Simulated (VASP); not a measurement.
# F (C2/c) in VASP: a series of runs

Runs on F. Level: PBE+D3(BJ). Tasks: single point.

All numbers are computed with VASP 6.6.1; they aren't measurements. Logs are shortened: lines on timing, memory, paths and dates and some standing lists are left out, and cuts for length are marked.

### 1 The cell of the first run

Symmetry: C2/c, No. 15, monoclinic system. The conventional cell has a = 5.754 Å, b = 3.637 Å, c = 6.903 Å, α = 90.00°, β = 91.04°, γ = 90.00°. F (site symmetry 1) has 1 F at 1.54 Å within 2.1 Å.

### 2 Single point, PBE+D3(BJ) (atoms shifted along a free coordinate)

File INCAR:

```
PREC = Accurate
ENCUT = 520
EDIFF = 1E-6
ISMEAR = 0
SIGMA = 0.05
LREAL = F
LASPH = T
NELM = 100
ALGO = Normal
ISIF = 2
LWAVE = F
LCHARG = T
GGA = PE
IVDW = 12
LELF = T
LVHAR = T
NBANDS = 22
```

File KPOINTS:

```
Automatic mesh
0
Gamma
  8 8 4
```

File POSCAR:

```
F
1.0
    2.8613483419     -1.8186582592      0.3019664865
    2.8613483419      1.8186582592      0.3019664865
   -0.8488055624      0.0000000000      6.8503318418
F
4
Direct
    0.9138648456      0.5855481450      0.1022680550
    0.4144518550      0.0861351544      0.3977319450
    0.0861351544      0.4144518550      0.8977319450
    0.5855481450      0.9138648456      0.6022680550
```

Potentials or basis: VASP PAW PBE potentials, release 64 (F).

The run is started by

```console
$ cat potpaw_PBE.64/F/POTCAR > POTCAR
$ mpirun -np 1 vasp_std > vasp.out
```

OUTCAR:

```text
PREC = Accurate
   ENCUT = 520
   EDIFF = 1E-6
   ISMEAR = 0
   LREAL = F
   LASPH = T
   NELM = 100
   ISIF = 2
   GGA = PE
   IVDW = 12
 IVDW          = 12

 ion  position               nearest neighbor table
   1  0.914  0.586  0.102-   3 1.54
   2  0.414  0.086  0.398-   4 1.54
   3  0.086  0.414  0.898-   1 1.54
   4  0.586  0.914  0.602-   2 1.54

  LATTYP: Found a base centered monoclinic cell.
 ALAT       =     5.7544758554
 B/A-ratio  =     0.6320847649
 C/A-ratio  =     1.1995389811
 COS(beta)  =    -0.0181341353

  Lattice vectors:

 A1 = (   2.8613483419,  -1.8186582592,   0.3019664865)
 A2 = (   2.8613483419,   1.8186582592,   0.3019664865)
 A3 = (  -0.8488055624,   0.0000000000,   6.8503318418)

Analysis of symmetry for initial positions (statically):
=====================================================================
 Subroutine PRICEL returns:
 Original cell was already a primitive cell.

 Routine SETGRP: Setting up the symmetry group for a
 base centered monoclinic supercell.

 Subroutine GETGRP returns: Found  4 space group operations
 (whereof  2 operations were pure point group operations)
 out of a pool of  4 trial point group operations.

The static configuration has the point symmetry S_2 .
 The point group associated with its full space group is C_2h.

Analysis of symmetry for dynamics (positions and initial velocities):
=====================================================================
 Subroutine PRICEL returns:
 Original cell was already a primitive cell.

 Routine SETGRP: Setting up the symmetry group for a
 base centered monoclinic supercell.

 Subroutine GETGRP returns: Found  4 space group operations
 (whereof  2 operations were pure point group operations)
 out of a pool of  4 trial point group operations.

The dynamic configuration has the point symmetry S_2 .
 The point group associated with its full space group is C_2h.

 Subroutine INISYM returns: Found  4 space group operations
 (whereof  2 operations are pure point group operations),
 and found     1 'primitive' translations

----------------------------------------------------------------------------------------

                                     Primitive cell
[... 91 lines left out ...]
   LSORBIT =      F    spin-orbit coupling
   LASPH  =      T    aspherical Exc in radial PAW
   ENCUT  =  520.0 eV  38.22 Ry    6.18 a.u.   6.33  6.33 12.83*2*pi/ulx,y,z
   NELM   =    100;   NELMIN=  2; NELMDL= -5     # of ELM steps
   EDIFF  = 0.1E-05   stopping-criterion for ELM
   LREAL  =      F    real-space projection
   EDIFFG = 0.1E-04   stopping-criterion for IOM
   NSW    =      0    number of steps for IOM
   IBRION =     -1    ionic relax: 0-MD 1-quasi-New 2-CG
   NFREE  =      0    steps in history (QN), initial steepest desc. (CG)
   ISIF   =      2    stress and relaxation
   ISYM   =      2    0-nonsym 1-usesym 2-fastsym
   POTIM  = 0.5000    time-step for ionic-motion
   TEBEG  =    0.0;   TEEND  =   0.0 temperature during run
   PSTRESS=    0.0 pullay stress
   NELECT =      28.0000    total number of electrons
   NUPDOWN=      -1.0000    fix difference up-down
   EMIN   =  10.00;   EMAX   =-10.00  energy-range for DOS
   EFERMI =   0.00;   METHOD = LEGACY
   ISMEAR =     0;   SIGMA  =   0.05  broadening in eV -4-tet -1-fermi 0-gaus
   EFERMI_NEDOS =   21; number of points for ismear=-14 and -15
   IALGO  =     38    algorithm
   IMIX   =      4    mixing-type and parameters
     AMIX     =   0.40;   BMIX     =  1.00
     AMIX_MAG =   1.60;   BMIX_MAG =  1.00
  volume/ion in A,a.u.               =      18.06       121.85
  Fermi-wavevector in a.u.,A,eV,Ry     =   1.193692  2.255751 19.386952  1.424901
  Thomas-Fermi vector in A             =   2.329700
   LORBIT       =      0    0 simple, 1 ext, 2 COOP (PROOUT), +10 PAW based schemes
   GGA     = PE    functional components
   LHFCALC =     F    Hartree Fock is set to
   AEXX    =    0.0000 exact exchange contribution
   IVDW    =    12    specifies the selected vdW correction
   LEPSILON=     F    determine dielectric tensor
   LRPA    =     F    only Hartree local field effects (RPA)
 non-spin polarized calculation
 Gauss-broadening in eV      SIGMA  =   0.05
  energy-cutoff  :      520.00
  volume of cell :       72.23
 maximum number of plane-waves:      1968
 NGX is ok and might be reduce to    28
   NGX = 13   NGY = 13   NGZ = 25

 number of electron      28.0000009 magnetization

 Free energy of the ion-electron system (eV)
  ---------------------------------------------------
  ext. energy  EPLUGINS =         0.00000000
  ---------------------------------------------------
  free energy    TOTEN  =        -6.97741185 eV

  energy without entropy =       -6.97741185  energy(sigma->0) =       -6.97741185

 E-fermi :  -5.9789     XC(G=0):  -7.1871

 val. band max:       -6.1830703120   @ k =   0.0000   0.0000   0.0000
 cond. band min:      -4.4528609530   @ k =   0.0000   0.0000   0.0000
 fundamental gap:      1.7302093589
 Fermi energy:        -5.9789426350

 k-point     1 :       0.0000    0.0000    0.0000
  band No.  band energies     occupation
      1     -29.2354      2.00000
      2     -29.0904      2.00000
      3     -25.0698      2.00000
      4     -24.7780      2.00000
      5     -11.6244      2.00000
      6     -11.0271      2.00000
[... 589 lines left out ...]
     21      11.5601      0.00000
     22      12.3236      0.00000

 [... further k-points ...]

------------------------ aborting loop because EDIFF is reached ----------------------------------------

 Edisp (eV)   -0.10231

 E8    (eV) :    -0.0220

  FORCE on cell =-STRESS in cart. coord.  units (eV):
  Direction    XX          YY          ZZ          XY          YZ          ZX
  --------------------------------------------------------------------------------------
  -------------------------------------------------------------------------------------
  Total      -0.35057    -1.73569    -7.15874     0.00000     0.00000     0.87599
  in kB      -7.77636   -38.50145  -158.79679     0.00000     0.00000    19.43135
  external pressure =      -68.36 kB  Pullay stress =        0.00 kB

 VOLUME and BASIS-vectors are now :
 -----------------------------------------------------------------------------
  energy-cutoff  :      520.00
  volume of cell :       72.23
      direct lattice vectors                 reciprocal lattice vectors
     2.861348342 -1.818658259  0.301966487     0.172487298 -0.274927957  0.021372421
     2.861348342  1.818658259  0.301966487     0.172487298  0.274927957  0.021372421
    -0.848805562  0.000000000  6.850331842    -0.015206675  0.000000000  0.144094113

 POSITION                                       TOTAL-FORCE (eV/Angst)
 -----------------------------------------------------------------------------------
      4.20354     -0.59710      1.15334         0.299537     -1.055839     -2.356425
      1.09476     -0.59710      2.87576        -0.299537     -1.055839      2.356425
      0.67035      0.59710      6.30092        -0.299537      1.055839      2.356425
      3.77913      0.59710      4.57851         0.299537      1.055839     -2.356425
 -----------------------------------------------------------------------------------
    total drift:                                0.000000     -0.000000     -0.000000

  FREE ENERGIE OF THE ION-ELECTRON SYSTEM (eV)
  ---------------------------------------------------
  free  energy   TOTEN  =        -7.0797173031 eV

  energy  without entropy=       -7.0797173031  energy(sigma->0) =       -7.07971730
```

stdout:

```text
POSCAR found type information on POSCAR F
 POSCAR found :  1 types and       4 ions
 scaLAPACK will be used
 LDA part: xc-table for (Slater+PW92), standard interpolation
 POSCAR, INCAR and KPOINTS ok, starting setup
 FFT: planning ... GRIDC
 FFT: planning ... GRID_SOFT
 FFT: planning ... GRID
 WAVECAR not read
 entering main loop
```

It took 44 s on 1 thread of AMD EPYC 9R45 (Zen 5), shared host; peak memory 0.21 GiB.

Results:

* Free energy: -7.0797 eV
* Pressure: -6.8 GPa
* Largest force: 2.599 eV/Å
* Band gap on the k mesh: 1.73 eV
* Dispersion energy per atom: -0.026 eV

Forces in eV/Å, atoms in the order of the input:
```
F    0.300 -1.056 -2.356
F   -0.300 -1.056  2.356
F   -0.300  1.056  2.356
F    0.300  1.056 -2.356
```

Caveat: the cell differs from its parent crystal (atoms shifted along a free coordinate); the stress differs along the axes, from -16 to -1 GPa; forces of over 1 eV/Å act on the atoms, so gaps and moduli don't describe the material at rest. A k mesh can miss the band edges.

### 3 Single point, PBE+D3(BJ)

File INCAR:

```
SYSTEM = F
PREC     = Accurate       ! precision mode
ENCUT    = 520            ! plane-wave cutoff, eV
EDIFF    = 1E-7           ! SCF threshold, eV
ISMEAR   = 0              ! smearing method
SIGMA    = 0.05           ! smearing width, eV
LREAL    = .False.        ! projectors in reciprocal space
LASPH    = .True.         ! aspherical terms in the spheres
NELM     = 80             ! most SCF steps
ALGO     = Normal         ! electronic algorithm
ISIF     = 2              ! what is computed and relaxed
LWAVE    = .False.        ! write WAVECAR
LCHARG   = .False.        ! write CHGCAR
GGA      = PE             ! functional
IVDW     = 12             ! dispersion correction
NBANDS   = 22             ! bands
```

File KPOINTS:

```
regular mesh
0
Gamma
  8 8 4
  0 0 0
```

File POSCAR:

```
F
1.0
    2.8613483419     -1.8186582592      0.3019664865
    2.8613483419      1.8186582592      0.3019664865
   -0.8488055624      0.0000000000      6.8503318418
F
4
Direct
    0.9138648456      0.5855481450      0.0939279973
    0.4144518550      0.0861351544      0.4060720027
    0.0861351544      0.4144518550      0.9060720027
    0.5855481450      0.9138648456      0.5939279973
```

Potentials or basis: VASP PAW PBE potentials, release 64 (F).

The run is started by

```console
$ cat potpaw_PBE.64/F/POTCAR > POTCAR
$ mpirun -np 1 vasp_std > vasp.out
```

Wall time 40 s (1 thread of AMD EPYC 9R45 (Zen 5), shared host); peak memory 0.21 GiB.

Results (log left out):

* Free energy: -7.4197 eV
* Pressure: -1.4 GPa
* Largest force: 0.359 eV/Å
* Band gap on the k mesh: 2.74 eV
* Dispersion energy per atom: -0.025 eV

Forces on the atoms (eV/Å):
```
F    0.042 -0.159 -0.319
F   -0.042 -0.159  0.319
F   -0.042  0.159  0.319
F    0.042  0.159 -0.319
```

Stress tensor (GPa, compression positive):
```
-0.60  0.00  0.26
 0.00 -1.06  0.00
 0.26  0.00 -2.54
```

Levels at points of the mesh, in eV from the valence-band top:
| k point | band 12 | band 13 | band 14 | band 15 | band 16 | band 17 |
| --- | --- | --- | --- | --- | --- | --- |
| (0.00, 0.00, 0.00) | -0.06 | -0.05 | 0.00 | 2.74 | 3.44 | 8.95 |
| (0.50, 0.00, 0.00) | -0.24 | -0.08 | -0.07 | 3.16 | 3.17 | 12.96 |
| (0.50, 0.50, 0.00) | -0.37 | -0.08 | -0.05 | 2.93 | 3.39 | 12.99 |
| (0.00, 0.00, 0.50) | -0.20 | -0.03 | -0.03 | 3.07 | 3.07 | 9.82 |
| (0.50, 0.00, 0.50) | -0.21 | -0.05 | -0.04 | 3.14 | 3.14 | 13.49 |
| (0.50, 0.50, 0.50) | -0.25 | -0.23 | -0.23 | 3.15 | 3.15 | 13.52 |

A k mesh can miss the band edges.
